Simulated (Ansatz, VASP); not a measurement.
## One calculation of La, two programs

```
La
1.0
     3.78306    0.00000    0.00000
    -1.89153    3.27623    0.00000
     0.00000    0.00000    6.07613
La
2
Direct
  0.33333 0.66667 0.25000
  0.66667 0.33333 0.75000
```

Alike in both runs: task single point; functional PBE; k mesh 12 × 12 × 7; occupations fermi-dirac, width 0.05 eV; no spin polarisation.

```csv
,VASP,Ansatz
version,VASP 6.6.1,Ansatz 0.2.0
potentials or method,"VASP PAW PBE potentials, release 64 (La), cutoff 520 eV","all-electron LAPW, scalar-relativistic"
```

|  | VASP | Ansatz | Ansatz less VASP |
| --- | --- | --- | --- |
| pressure (GPa) | 0.1 | 0.0 | -0.04 |

Ansatz ran all-electron here, and VASP with PAW potentials.

Spin-orbit coupling is off throughout.
